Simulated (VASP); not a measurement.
# Ir8CO in VASP: single point with RPBE

Aim: the single point of Ir8CO with RPBE.

Everything below comes from runs of VASP 6.6.1. Logs are shortened: lines on timing, memory, paths and dates and some standing lists are left out, and cuts for length are marked.

## (1) The cell of the first run

The cell holds a slab with vacuum, 10 atoms: a = 5.496 Å, b = 2.748 Å, c = 26.881 Å, α = 90.00°, β = 90.00°, γ = 120.00°.

## (2) Single point, RPBE

The input, INCAR:

```
SYSTEM = Ir8CO
PREC = Accurate
ENCUT = 520
EDIFF = 1E-7
ISMEAR = 0
SIGMA = 0.1
LREAL = .False.
LASPH = .True.
NELM = 100
ALGO = Normal
ISIF = 2
LWAVE = .False.
LCHARG = .False.
LDIPOL = .True.
IDIPOL = 3
DIPOL = 0.5 0.5 0.483
GGA = RP
NBANDS = 52
```

The input, KPOINTS:

```
regular mesh
0
Gamma
  6 12 1
  0 0 0
```

The input, POSCAR:

```
Ir8CO
1.0
    5.4960639608      0.0000000000      0.0000000000
   -1.3740159902      2.3798655054      0.0000000000
    0.0000000000      0.0000000000     26.8812761488
Ir C O
8 1 1
Direct
    0.3333333333      0.3333333333      0.3162052260
    0.8333333333      0.3333333333      0.3162052260
    0.6666666667      0.6666666667      0.3996744297
    0.1666666667      0.6666666667      0.3996744297
    0.0001105671      0.0001105671      0.4817592917
    0.4994981948     -0.0005018052      0.4813984052
    0.3313312010      0.3313312010      0.5625929304
    0.8280346474      0.3280346474      0.5731352958
   -0.1668627265     -0.1668627265      0.6299579385
   -0.1620215014     -0.1620215014      0.6737042597
```

Potentials or basis: VASP PAW PBE potentials, release 64 (Ir, C, O).

The run is started by

```
> cat potpaw_PBE.64/Ir/POTCAR potpaw_PBE.64/C/POTCAR potpaw_PBE.64/O/POTCAR > POTCAR
> mpirun -np 1 vasp_std > vasp.out
```

OUTCAR:

```text
SYSTEM = Ir8CO
   PREC = Accurate
   ENCUT = 520
   EDIFF = 1E-7
   ISMEAR = 0
   LREAL = .False.
   LASPH = .True.
   NELM = 100
   ISIF = 2
   GGA = RP

 ion  position               nearest neighbor table
   1  0.333  0.333  0.316-   4 2.75   4 2.75   3 2.75   2 2.75   2 2.75   2 2.75   2 2.75
   2  0.833  0.333  0.316-   3 2.75   3 2.75   4 2.75   1 2.75   1 2.75   1 2.75   1 2.75
   3  0.667  0.667  0.400-   6 2.71   6 2.71   5 2.72   2 2.75   2 2.75   1 2.75   4 2.75   4 2.75
                             4 2.75   4 2.75
   4  0.167  0.667  0.400-   6 2.71   5 2.72   5 2.72   1 2.75   1 2.75   2 2.75   3 2.75   3 2.75
                             3 2.75   3 2.75
   5  0.000  0.000  0.482-   7 2.68   4 2.72   4 2.72   3 2.72   6 2.75   6 2.75   6 2.75   6 2.75
                             8 2.93   8 2.93
   6  0.499  0.999  0.481-   7 2.70   7 2.70   4 2.71   3 2.71   3 2.71   5 2.75   5 2.75   5 2.75
                             5 2.75   8 2.92
   7  0.331  0.331  0.563-   5 2.68   6 2.70   6 2.70   8 2.75   8 2.75   8 2.78   8 2.78
   8  0.828  0.328  0.573-   9 2.05   9 2.05   7 2.75   7 2.75   7 2.78   7 2.78   6 2.92   5 2.93
                             5 2.93
   9  0.833  0.833  0.630-  10 1.18   8 2.05   8 2.05
  10  0.838  0.838  0.674-   9 1.18

  Warning from LATTYP: Monoclinic adjustment (A1->A3, A2->A1, A3->A2)!
  LATTYP: Found a simple orthorhombic cell.
 ALAT       =     2.7480319804
 B/A-ratio  =     1.7320508076
 C/A-ratio  =     9.7820099405

  Lattice vectors:

 A1 = (   1.3740159902,  -2.3798655054,   0.0000000000)
 A2 = (   4.1220479706,   2.3798655054,   0.0000000000)
 A3 = (   0.0000000000,   0.0000000000,  26.8812761488)

Analysis of symmetry for initial positions (statically):
=====================================================================
 Subroutine PRICEL returns:
 Original cell was already a primitive cell.

 Routine SETGRP: Setting up the symmetry group for a
 simple orthorhombic supercell.

 Subroutine GETGRP returns: Found  2 space group operations
 (whereof  2 operations were pure point group operations)
 out of a pool of  8 trial point group operations.

The static configuration has the point symmetry C_1h.

Analysis of symmetry for dynamics (positions and initial velocities):
=====================================================================
 Subroutine PRICEL returns:
 Original cell was already a primitive cell.

 Routine SETGRP: Setting up the symmetry group for a
 simple orthorhombic supercell.

 Subroutine GETGRP returns: Found  2 space group operations
 (whereof  2 operations were pure point group operations)
[... 136 lines left out ...]
     AMIX     =   0.40;   BMIX     =  1.00
     AMIX_MAG =   1.60;   BMIX_MAG =  1.00
  volume/ion in A,a.u.               =      35.16       237.27
  Fermi-wavevector in a.u.,A,eV,Ry     =   1.007693  1.904263 13.815961  1.015444
  Thomas-Fermi vector in A             =   2.140513
   LORBIT       =      0    0 simple, 1 ext, 2 COOP (PROOUT), +10 PAW based schemes
   GGA     = RP    functional components
   LHFCALC =     F    Hartree Fock is set to
   AEXX    =    0.0000 exact exchange contribution
   IVDW    =     0    specifies the selected vdW correction
   LEPSILON=     F    determine dielectric tensor
   LRPA    =     F    only Hartree local field effects (RPA)
 non-spin polarized calculation
 Gauss-broadening in eV      SIGMA  =   0.10
  energy-cutoff  :      520.00
  volume of cell :      351.60
 maximum number of plane-waves:      9518
 NGX is ok and might be reduce to    42
   NGX = 21   NGY = 11   NGZ = 99

 dipolmoment           0.000000      0.000000     -0.031593 electrons x Angstroem

 number of electron      82.0000005 magnetization

 dipolmoment           0.000000      0.000000      0.103140 electrons x Angstroem

 Free energy of the ion-electron system (eV)
  ---------------------------------------------------
  ext. energy  EPLUGINS =         0.00000000
  ---------------------------------------------------
  free energy    TOTEN  =       -77.78570902 eV

  energy without entropy =      -77.74245038  energy(sigma->0) =      -77.76407970

 E-fermi :  -0.2798     XC(G=0):  -5.8183

 val. band max:       -0.2831155812   @ k =  -0.3333   0.2500   0.0000
 cond. band min:      -0.2730934664   @ k =   0.5000   0.0000   0.0000
 fundamental gap:      0.0100221148
 Fermi energy:        -0.2797532216

 k-point     1 :       0.0000    0.0000    0.0000
  band No.  band energies     occupation
      1     -22.9568      2.00000
      2     -11.3338      2.00000
      3     -10.2317      2.00000
      4      -8.6771      2.00000
      5      -7.7374      2.00000
      6      -7.6135      2.00000
[... 1309 lines left out ...]
     51       3.5292      0.00000
     52       4.2948      0.00000

 [... further k-points ...]

------------------------ aborting loop because EDIFF is reached ----------------------------------------

 vacuum level on the upper side and lower side of the slab       (xc-potential included)         0.593        -0.807

  FORCE on cell =-STRESS in cart. coord.  units (eV):
  Direction    XX          YY          ZZ          XY          YZ          ZX
  --------------------------------------------------------------------------------------
  -------------------------------------------------------------------------------------
  Total       -5.0091876     -5.0298671     -0.8571510      0.0179090     -0.0160380     -0.0277765
  in kB      -22.8256842    -22.9199158     -3.9058344      0.0816070     -0.0730812     -0.1265711
  external PRESSURE =     -16.5504782 kB  Pullay stress =       0.0000000 kB

 VOLUME and BASIS-vectors are now :
 -----------------------------------------------------------------------------
  energy-cutoff  :      520.00
  volume of cell :      351.60
      direct lattice vectors                 reciprocal lattice vectors
     5.496063961  0.000000000  0.000000000     0.181948392  0.105047953  0.000000000
    -1.374015990  2.379865505  0.000000000     0.000000000  0.420191812  0.000000000
     0.000000000  0.000000000 26.881276149     0.000000000  0.000000000  0.037200615

 POSITION                                       TOTAL-FORCE (eV/Angst)
 -----------------------------------------------------------------------------------
      1.37402      0.79329      8.50000        -0.015571     -0.008990      0.416395
      4.12205      0.79329      8.50000         0.029542      0.017056      0.417779
      2.74803      1.58658     10.74376         0.065925      0.038062     -0.188742
      0.00000      1.58658     10.74376        -0.077290     -0.044624     -0.700612
      0.00046      0.00026     12.95030        -0.004896     -0.002826      0.006503
      1.37195      2.37867     12.94060         0.005267      0.003041      0.009048
      1.36576      0.78852     15.12322        -0.008332     -0.004811      0.023705
      4.10021      0.78068     15.40661         0.007215      0.004165     -0.065429
      3.43423      1.98275     16.93407        -0.017124     -0.009887     -0.598090
      3.45419      1.99428     18.11003         0.015264      0.008813      0.679442
 -----------------------------------------------------------------------------------
    total drift:                               -0.000210     -0.000135      0.000139

  FREE ENERGIE OF THE ION-ELECTRON SYSTEM (eV)
  ---------------------------------------------------
  free  energy   TOTEN  =       -77.7857090225 eV

  energy  without entropy=      -77.7424503778  energy(sigma->0) =      -77.76407970

 vacuum level on the upper side and lower side of the slab         6.390         4.961
```

stdout:

```text
POSCAR found type information on POSCAR IrC O
 POSCAR found :  3 types and      10 ions
 scaLAPACK will be used
 -----------------------------------------------------------------------------
|                                                                             |
|                                                                             |
|     You enforced a specific xc type in the INCAR file but a different       |
|     I HOPE YOU KNOW WHAT YOU ARE DOING!                                     |
|                                                                             |
 -----------------------------------------------------------------------------

 LDA part: xc-table for (Slater+PW92), standard interpolation
 POSCAR, INCAR and KPOINTS ok, starting setup
 FFT: planning ... GRIDC
 FFT: planning ... GRID_SOFT
 FFT: planning ... GRID
 WAVECAR not read
 entering main loop
```

Wall time 37 min (1 thread of Intel Xeon Platinum 8259CL at 2.50GHz (Skylake/Cascade Lake), shared host); peak memory 0.67 GiB.

What came out:

- Free energy: -77.7857 eV
- Largest force: 0.706 eV/Å
- Band gap on the k mesh: zero (bands 41 and 42 overlap by 1.84 eV)

Forces in eV/Å, atoms in the order of the input:
```
Ir  -0.016 -0.009  0.416
Ir   0.030  0.017  0.418
Ir   0.066  0.038 -0.189
Ir  -0.077 -0.045 -0.701
Ir  -0.005 -0.003  0.007
Ir   0.005  0.003  0.009
Ir  -0.008 -0.005  0.024
Ir   0.007  0.004 -0.065
C   -0.017 -0.010 -0.598
O    0.015  0.009  0.679
```

Levels at points of the mesh, in eV from the Fermi level:
| k point | band 39 | band 40 | band 41 | band 42 | band 43 | band 44 |
| --- | --- | --- | --- | --- | --- | --- |
| (0.00, 0.00, 0.00) | -0.19 | -0.18 | -0.13 | -0.07 | 0.47 | 0.62 |
| (0.50, 0.00, 0.00) | -1.17 | -1.07 | -0.95 | -0.93 | -0.74 | -0.53 |
| (0.00, 0.50, 0.00) | 0.85 | 0.90 | 0.91 | 1.12 | 1.16 | 1.31 |
| (0.50, 0.50, 0.00) | -0.24 | 0.12 | 0.70 | 0.70 | 1.01 | 1.21 |

Caveat: the PAW data sets were made with another functional, which shifts forces and pressure a little; spin-orbit coupling is left out, which moves the levels of the heavy elements.
